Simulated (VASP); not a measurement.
# GaAs (F-43m) in VASP: further runs, part 2 of 2

VASP 6.6.1.

### 3 Single point, r2SCAN, non-collinear spin, zero start, spin-orbit coupling

The input, POSCAR:

```
GaAs
1.0
    0.0000000000      2.8266500000      2.8266500000
    2.8266500000      0.0000000000      2.8266500000
    2.8266500000      2.8266500000      0.0000000000
Ga As
1 1
Direct
    0.0000000000      0.0000000000      0.0000000000
    0.2500000000      0.2500000000      0.2500000000
```

The input, INCAR.step1:

```
  PREC = Accurate
  ENCUT = 550
  ISMEAR = 0
  SIGMA = 0.01
  LREAL = False
  LASPH = True
  NELM = 200
  MAGMOM = 0 0 0 0 0 0
  LSORBIT = True
  GGA_COMPAT = False
  NBANDS = 30
  GGA = PE
  ALGO = Normal
  EDIFF = 1E-5
  LWAVE = True
  LCHARG = False
```

The input, INCAR.step2:

```
  PREC = Accurate
  ENCUT = 550
  EDIFF = 1E-6
  ISMEAR = 0
  SIGMA = 0.01
  LREAL = False
  LASPH = True
  NELM = 200
  ALGO = Normal
  ISIF = 2
  LWAVE = False
  LCHARG = False
  MAGMOM = 0 0 0 0 0 0
  LORBIT = 11
  LSORBIT = True
  GGA_COMPAT = False
  LORBMOM = True
  METAGGA = R2SCAN
  LMIXTAU = True
  NBANDS = 30
  ISTART = 1
```

The input, KPOINTS:

```
Automatic mesh
0
Gamma
  6 6 6
```

Potentials or basis: VASP PAW PBE potentials, release 64 (Ga_d, As).

On the command line:

```bash
$ cat potpaw_PBE.64/Ga_d/POTCAR potpaw_PBE.64/As/POTCAR > POTCAR
$ cp INCAR.step1 INCAR
$ mpirun -np 1 vasp_ncl > vasp.out
$ cp INCAR.step2 INCAR
$ mpirun -np 1 vasp_ncl > vasp.out
```

OUTCAR:

```text
PREC = Accurate
   ENCUT = 550
   EDIFF = 1E-6
   ISMEAR = 0
   LREAL = False
   LASPH = True
   NELM = 200
   ISIF = 2
   LORBIT = 11
   LSORBIT = True
   METAGGA = R2SCAN
   ISTART = 1

 ion  position               nearest neighbor table
   1  0.000  0.000  0.000-   2 2.45   2 2.45   2 2.45   2 2.45
   2  0.250  0.250  0.250-   1 2.45   1 2.45   1 2.45   1 2.45

  LATTYP: Found a face centered cubic cell.
 ALAT       =     5.6533000000

  Lattice vectors:

 A1 = (   0.0000000000,   2.8266500000,   2.8266500000)
 A2 = (   2.8266500000,   0.0000000000,   2.8266500000)
 A3 = (   2.8266500000,   2.8266500000,   0.0000000000)

Analysis of symmetry for initial positions (statically):
=====================================================================
 Subroutine PRICEL returns:
 Original cell was already a primitive cell.

 Routine SETGRP: Setting up the symmetry group for a
 face centered cubic supercell.

 Subroutine GETGRP returns: Found 24 space group operations
 (whereof 24 operations were pure point group operations)
 out of a pool of 48 trial point group operations.
[... 987 lines left out ...]
     0.0000000     0.0000000     0.0000000     0.0000000     0.0000000     0.0000000     0.0000000
     0.0000000     0.0000000     0.0000000     0.0000000     0.0000000     0.0000000     0.0000000
     0.0000000     0.0000000     0.0000000     0.0000000     0.0000000     0.0000000     0.0000000
     0.0000000     0.0000000     0.0000000     0.0000000     0.0000000     0.0000000     0.0000000
     0.0000000     0.0000000     0.0000000     0.0000000     0.0000000     0.0000000     0.0000000
     0.0000000     0.0000000     0.0000000     0.0000000     0.0000000     0.0000000     0.0000000

 Ion:    2  E_soc:     -0.0227054
 l=   1
     0.0000000    -0.0037765    -0.0037765
    -0.0037765     0.0000000    -0.0037765
    -0.0037765    -0.0037765     0.0000000
 l=   2
     0.0000000    -0.0000040     0.0000000    -0.0000040    -0.0000037
    -0.0000040     0.0000000    -0.0000028    -0.0000040    -0.0000009
     0.0000000    -0.0000028     0.0000000    -0.0000028     0.0000000
    -0.0000040    -0.0000040    -0.0000028     0.0000000    -0.0000009
    -0.0000037    -0.0000009     0.0000000    -0.0000009     0.0000000
 l=   3
     0.0000000     0.0000000     0.0000000     0.0000000     0.0000000     0.0000000     0.0000000
     0.0000000     0.0000000     0.0000000     0.0000000     0.0000000     0.0000000     0.0000000
     0.0000000     0.0000000     0.0000000     0.0000000     0.0000000     0.0000000     0.0000000
     0.0000000     0.0000000     0.0000000     0.0000000     0.0000000     0.0000000     0.0000000
     0.0000000     0.0000000     0.0000000     0.0000000     0.0000000     0.0000000     0.0000000
     0.0000000     0.0000000     0.0000000     0.0000000     0.0000000     0.0000000     0.0000000
     0.0000000     0.0000000     0.0000000     0.0000000     0.0000000     0.0000000     0.0000000

 total charge

# of ion       s       p       d       tot
------------------------------------------
    1        0.845   0.798  10.000  11.642
    2        1.201   1.645   0.032   2.878
--------------------------------------------------
tot          2.045   2.442  10.032  14.519

 magnetization (x)

# of ion       s       p       d       tot
------------------------------------------
    1       -0.000  -0.000   0.000  -0.000
    2       -0.000   0.000   0.000   0.000
--------------------------------------------------
tot         -0.000  -0.000   0.000  -0.000

 magnetization (y)

# of ion       s       p       d       tot
------------------------------------------
    1        0.000  -0.000   0.000   0.000
    2        0.000  -0.000   0.000  -0.000
--------------------------------------------------
tot          0.000  -0.000   0.000  -0.000

 magnetization (z)

# of ion       s       p       d       tot
------------------------------------------
    1        0.000  -0.000  -0.000  -0.000
    2        0.000   0.000  -0.000   0.000
--------------------------------------------------
tot          0.000  -0.000  -0.000   0.000
```

Run time: 7.4 min. Hardware: 1 thread of Intel Xeon 8259CL, shared host; peak memory 0.39 GiB.

What came out:

| Quantity | Value |
| --- | --- |
| Free energy | -27.0524 eV |
| Pressure | 0.6 GPa |
| Net moment | 0.00 μB per cell |
| Valence electrons inside the program's atomic spheres | Ga 11.64; As 2.88 |

Moments on the atoms (μB; x, y, z):
```
Ga  0.00 0.00 0.00
As  0.00 0.00 0.00
```

Caveat: the PAW data sets were made with another functional, which shifts forces and pressure a little.
